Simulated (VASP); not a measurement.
# MgBe2SeO2 (P6/mmm) in VASP: notebook, part 2 of 2

VASP 6.6.1. Earlier steps stand in the parts before.

## 3. Relaxation of cell and atoms, PBE

INCAR reads:

```
SYSTEM = MgBe2SeO2
  ALGO = Normal
  EDIFF = 1E-6
  EDIFFG = -0.04
  ENCUT = 600
  GGA = PE
  IBRION = 2
  ISIF = 3
  ISMEAR = 0
  LASPH = .True.
  LCHARG = .False.
  LREAL = .False.
  LWAVE = .False.
  NELM = 60
  NSW = 90
  PREC = Accurate
  SIGMA = 0.1
```

KPOINTS reads:

```
k-points
0
Gamma
  6 6 4
  0 0 0
```

POSCAR reads:

```
MgBe2SeO2
1.0
    4.2147777800      0.0000000000      0.0000000000
   -2.1073888900      3.6501046200      0.0000000000
    0.0000000000      0.0000000000      5.2597084200
Mg Be Se O
1 2 1 2
Direct
    0.0000000000      0.0000000000      0.5000000000
    0.3333333300      0.6666666700      0.0000000000
    0.6666666700      0.3333333300      0.0000000000
    0.0000000000      0.0000000000      0.0000000000
    0.0000000000      0.0000000000      0.2509698300
    0.0000000000      0.0000000000      0.7490301700
```

Potentials or basis: VASP PAW PBE potentials, release 64 (Mg, Be, Se, O).

Launch:

```
> cat potpaw_PBE.64/Mg/POTCAR potpaw_PBE.64/Be/POTCAR potpaw_PBE.64/Se/POTCAR potpaw_PBE.64/O/POTCAR > POTCAR
> mpirun -np 1 vasp_std > vasp.out
```

OUTCAR:

```text
SYSTEM = MgBe2SeO2
   EDIFF = 1E-6
   EDIFFG = -0.04
   ENCUT = 600
   GGA = PE
   IBRION = 2
   ISIF = 3
   ISMEAR = 0
   LASPH = .True.
   LREAL = .False.
   NELM = 60
   NSW = 90
   PREC = Accurate

 ion  position               nearest neighbor table
   1  0.000  0.000  0.500-   5 1.31   6 1.31   4 2.63   4 2.63
   2  0.333  0.667  0.000-   4 2.43   4 2.43   4 2.43
   3  0.667  0.333  0.000-   4 2.43   4 2.43   4 2.43
   4  0.000  0.000  0.000-   5 1.32   6 1.32   2 2.43   3 2.43   2 2.43   3 2.43   3 2.43   2 2.43
                             1 2.63   1 2.63
   5  0.000  0.000  0.251-   1 1.31   4 1.32
   6  0.000  0.000  0.749-   1 1.31   4 1.32

 -----------------------------------------------------------------------------
|                                                                             |
|           W    W    AA    RRRRR   N    N  II  N    N   GGGG   !!!           |
|           W    W   A  A   R    R  NN   N  II  NN   N  G    G  !!!           |
|           W    W  A    A  R    R  N N  N  II  N N  N  G       !!!           |
|           W WW W  AAAAAA  RRRRR   N  N N  II  N  N N  G  GGG   !            |
|           WW  WW  A    A  R   R   N   NN  II  N   NN  G    G                |
|           W    W  A    A  R    R  N    N  II  N    N   GGGG   !!!           |
|                                                                             |
|     The distance between some ions is very small. Please check the          |
|     nearest-neighbor list in the OUTCAR file.                               |
|     I HOPE YOU KNOW WHAT YOU ARE DOING!                                     |
|                                                                             |
 -----------------------------------------------------------------------------

  LATTYP: Found a hexagonal cell.
 ALAT       =     4.2147777800
 C/A-ratio  =     1.2479206958

  Lattice vectors:

 A1 = (   4.2147777800,   0.0000000000,   0.0000000000)
 A2 = (  -2.1073888900,   3.6501046200,   0.0000000000)
 A3 = (   0.0000000000,   0.0000000000,   5.2597084200)

Analysis of symmetry for initial positions (statically):
=====================================================================
 Subroutine PRICEL returns:
 Original cell was already a primitive cell.

 Routine SETGRP: Setting up the symmetry group for a
 hexagonal supercell.

 Subroutine GETGRP returns: Found 24 space group operations
 (whereof 24 operations were pure point group operations)
 out of a pool of 24 trial point group operations.

The static configuration has the point symmetry D_6h.

Analysis of symmetry for dynamics (positions and initial velocities):
=====================================================================
 Subroutine PRICEL returns:
 Original cell was already a primitive cell.

 Routine SETGRP: Setting up the symmetry group for a
 hexagonal supercell.

 Subroutine GETGRP returns: Found 24 space group operations
 (whereof 24 operations were pure point group operations)
 out of a pool of 24 trial point group operations.

The dynamic configuration has the point symmetry D_6h.

 Subroutine INISYM returns: Found 24 space group operations
 (whereof 24 operations are pure point group operations),
 and found     1 'primitive' translations

----------------------------------------------------------------------------------------

                                     Primitive cell

  volume of cell :      80.9174
[... 89 lines left out ...]
   LSORBIT =      F    spin-orbit coupling
   LASPH  =      T    aspherical Exc in radial PAW
   ENCUT  =  600.0 eV  44.10 Ry    6.64 a.u.   8.42  8.42 10.50*2*pi/ulx,y,z
   NELM   =     60;   NELMIN=  2; NELMDL= -5     # of ELM steps
   EDIFF  = 0.1E-05   stopping-criterion for ELM
   LREAL  =      F    real-space projection
   EDIFFG = -.4E-01   stopping-criterion for IOM
   NSW    =     90    number of steps for IOM
   IBRION =      2    ionic relax: 0-MD 1-quasi-New 2-CG
   NFREE  =      1    steps in history (QN), initial steepest desc. (CG)
   ISIF   =      3    stress and relaxation
   ISYM   =      2    0-nonsym 1-usesym 2-fastsym
   POTIM  = 0.5000    time-step for ionic-motion
   TEBEG  =    0.0;   TEEND  =   0.0 temperature during run
   PSTRESS=    0.0 pullay stress
   NELECT =      24.0000    total number of electrons
   NUPDOWN=      -1.0000    fix difference up-down
   EMIN   =  10.00;   EMAX   =-10.00  energy-range for DOS
   EFERMI =   0.00;   METHOD = LEGACY
   ISMEAR =     0;   SIGMA  =   0.10  broadening in eV -4-tet -1-fermi 0-gaus
   EFERMI_NEDOS =   21; number of points for ismear=-14 and -15
   IALGO  =     38    algorithm
   IMIX   =      4    mixing-type and parameters
     AMIX     =   0.40;   BMIX     =  1.00
     AMIX_MAG =   1.60;   BMIX_MAG =  1.00
  volume/ion in A,a.u.               =      13.49        91.01
  Fermi-wavevector in a.u.,A,eV,Ry     =   1.091771  2.063147 16.217639  1.191963
  Thomas-Fermi vector in A             =   2.228023
   LORBIT       =      0    0 simple, 1 ext, 2 COOP (PROOUT), +10 PAW based schemes
   GGA     = PE    functional components
   LHFCALC =     F    Hartree Fock is set to
   AEXX    =    0.0000 exact exchange contribution
   IVDW    =     0    specifies the selected vdW correction
   LEPSILON=     F    determine dielectric tensor
   LRPA    =     F    only Hartree local field effects (RPA)
 conjugate gradient relaxation of ions
 non-spin polarized calculation
 Gauss-broadening in eV      SIGMA  =   0.10
  energy-cutoff  :      600.00
  volume of cell :       80.92
 maximum number of plane-waves:      2729
 NGX is ok and might be reduce to    36
   NGX = 17   NGY = 17   NGZ = 21

--------------------------------------- Ionic step        1  -------------------------------------------

 number of electron      24.0000007 magnetization

 Free energy of the ion-electron system (eV)
  ---------------------------------------------------
  ext. energy  EPLUGINS =         0.00000000
  ---------------------------------------------------
  free energy    TOTEN  =         6.14395265 eV

  energy without entropy =        6.16239119  energy(sigma->0) =        6.15317192

------------------------ aborting loop because EDIFF is reached ----------------------------------------

  FORCE on cell =-STRESS in cart. coord.  units (eV):
  Direction    XX          YY          ZZ          XY          YZ          ZX
  --------------------------------------------------------------------------------------
  -------------------------------------------------------------------------------------
  Total        0.5130894      0.5130894    211.1931816      0.0000000      0.0000000     -0.0000000
  in kB       10.1592575     10.1592574   4181.6608985      0.0000000      0.0000000     -0.0000000
  external PRESSURE =    1400.6598045 kB  Pullay stress =       0.0000000 kB
[... 67 lines left out ...]
--------------------------------------- Ionic step        3  -------------------------------------------

 number of electron      23.9999983 magnetization

 E-fermi :  -0.1100     XC(G=0):  -7.2641

 val. band max:       -0.1177845534   @ k =   0.3333   0.0000   0.5000
 cond. band min:      -0.0928310015   @ k =   0.3333   0.1667   0.0000
 fundamental gap:      0.0249535520
 Fermi energy:        -0.1099570501

 k-point     1 :       0.0000    0.0000    0.0000
  band No.  band energies     occupation
      1     -16.0726      2.00000
      2     -15.7203      2.00000
      3     -14.5328      2.00000
      4      -4.4870      2.00000
      5      -4.2684      2.00000
      6      -4.2684      2.00000
[... 421 lines left out ...]
  FREE ENERGIE OF THE ION-ELECTRON SYSTEM (eV)
  ---------------------------------------------------
  free  energy   TOTEN  =       -18.9543125370 eV

  energy  without entropy=      -18.9306759832  energy(sigma->0) =      -18.94249426

[... ionic steps 4 to 15 ...]

--------------------------------------- Ionic step       16  -------------------------------------------

 number of electron      24.0000000 magnetization

------------------------ aborting loop because EDIFF is reached ----------------------------------------
[... 75 lines left out ...]
--------------------------------------- Ionic step       18  -------------------------------------------

 number of electron      23.9999998 magnetization

 Free energy of the ion-electron system (eV)
  ---------------------------------------------------
  ext. energy  EPLUGINS =         0.00000000
  ---------------------------------------------------
  free energy    TOTEN  =       -22.20185985 eV

  energy without entropy =      -22.17914903  energy(sigma->0) =      -22.19050444

 E-fermi :   2.3139     XC(G=0):  -7.9707

 val. band max:        2.3049767489   @ k =   0.3333   0.1667   0.2500
 cond. band min:       2.3338873158   @ k =   0.1667   0.1667   0.5000
 fundamental gap:      0.0289105668
 Fermi energy:         2.3138796230

 k-point     1 :       0.0000    0.0000    0.0000
  band No.  band energies     occupation
      1     -16.9090      2.00000
      2     -15.9716      2.00000
      3     -11.9807      2.00000
      4      -4.5594      2.00000
      5      -3.0868      2.00000
      6      -3.0868      2.00000
[... 421 lines left out ...]
  FREE ENERGIE OF THE ION-ELECTRON SYSTEM (eV)
  ---------------------------------------------------
  free  energy   TOTEN  =       -22.2018598495 eV

  energy  without entropy=      -22.1791490260  energy(sigma->0) =      -22.19050444

 reached required accuracy - stopping structural energy minimisation
```

It took 14 min on 1 thread of Intel Xeon 8259CL, shared host; peak memory 0.26 GiB.

Results:

```
Free energy                           : -22.2019 eV
Relaxed volume                        : 18.40 Å³/atom
Relaxed cell                          : a = 4.142 Å, b = 4.142 Å, c = 7.431 Å, α = 90.00°, β = 90.00°, γ = 120.00°
Space group after relaxing (to 0.1 Å) : P6/mmm (No. 191)
Energy gained by relaxing             : 4724.3 meV/atom
Ionic steps                           : 18
Pressure after relaxing               : 0.0 GPa
Largest force after relaxing          : 0.009 eV/Å
Band gap on the k mesh                : zero (bands 12 and 13 overlap by 2.63 eV)
```

Forces in eV/Å, atoms in the order of the input:
```
Mg   0.000  0.000  0.000
Be   0.000  0.000  0.000
Be   0.000  0.000  0.000
Se   0.000  0.000  0.000
O    0.000  0.000 -0.009
O    0.000  0.000  0.009
```

Step by step:
```
step  energy change (eV)  largest force (eV/Å)  pressure (GPa)  volume (Å³)
   1              0.0000                4.6288          140.07        80.92
   2             -0.5848                1.1918          -21.59       220.13
   3            -25.0983                0.6353          -12.60       136.01
   4            -26.3355                1.7733           -9.60       129.45
   5            -27.2240                7.3492            7.09       112.01
   6            -27.4648                4.6388           -1.56       118.93
   7            -27.4973                5.1380           -0.01       117.49
   8            -27.4986                5.4035            0.81       116.76
   9            -28.0199                1.2749           -5.93       118.51
  10            -28.1795                0.3883           -4.75       117.85
  11            -28.2494                1.0850            1.95       110.45
  12            -28.3321                0.3322           -1.07       113.44
  13            -28.3418                0.1060           -0.36       112.11
  14            -28.3418                0.1396           -0.30       112.01
  15            -28.3446                0.0826           -0.24       111.33
  16            -28.3456                0.0322           -0.18       110.66
  17            -28.3457                0.0097            0.16       110.23
  18            -28.3458                0.0087            0.01       110.42
```

Final structure:
```xyz
6
Lattice="4.1421 0.0000 0.0000 -2.0711 3.5872 0.0000 0.0000 0.0000 7.4311" Properties=species:S:1:pos:R:3 pbc="T T T"
Mg    0.0000    0.0000    3.7156
Be    0.0000    2.3915    0.0000
Be    2.0711    1.1957    0.0000
Se    0.0000    0.0000    0.0000
O     0.0000    0.0000    1.9240
O     0.0000    0.0000    5.5072
```

Caveat: the volume moved by over 15 % at a fixed basis, so the end points are rough.
